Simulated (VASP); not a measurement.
A run of VASP 6.6.1:

The input INCAR:

```
SYSTEM = WC
PREC     = Accurate       ! precision mode
ENCUT    = 910            ! plane-wave cutoff, eV
EDIFF    = 1E-6           ! SCF threshold, eV
ISMEAR   = -1             ! smearing method
SIGMA    = 0.05           ! smearing width, eV
LREAL    = .FALSE.        ! projectors in reciprocal space
LASPH    = .TRUE.         ! aspherical terms in the spheres
NELM     = 200            ! most SCF steps
ALGO     = Normal         ! electronic algorithm
ISIF     = 2              ! what is computed and relaxed
LWAVE    = .FALSE.        ! write WAVECAR
LCHARG   = .FALSE.        ! write CHGCAR
LMAXMIX  = 4              ! l up to which the mixer works
LDAU     = .TRUE.         ! DFT+U
LDAUTYPE = 2            
LDAUL    = 2 -1           ! shell
LDAUU    = 5 0            ! U, eV
LDAUJ    = 0 0          
LDAUPRINT= 1            
GGA      = PS             ! functional
NBANDS   = 16             ! bands
GGA_COMPAT= .FALSE.
```

KPOINTS

```
regular mesh
0
G
  10 10 10
  0 0 0
```

The input POSCAR:

```
WC
1.0
    0.0000000000      2.1738082446      2.1738082446
    2.1738082446      0.0000000000      2.1738082446
    2.1738082446      2.1738082446      0.0000000000
W C
1 1
Direct
    0.0000000000      0.0000000000      0.0000000000
    0.5000000000      0.5000000000      0.5000000000
```

Potentials or basis: VASP PAW PBE potentials, release 64 (W_sv, C_h).

Launch:

```bash
$ cat potpaw_PBE.64/W_sv/POTCAR potpaw_PBE.64/C_h/POTCAR > POTCAR
$ mpirun -np 1 vasp_std > vasp.out
```

Hardware: 1 thread of AMD EPYC 7R43 64-Core Processor (Zen 3), with other jobs on the host.

How long does it take, and how much memory?

It took 40 s on 1 thread of AMD EPYC 7R43 64-Core Processor (Zen 3) (shared host), peak memory 0.16 GiB. Counts: scf iterations 12, k points 47.
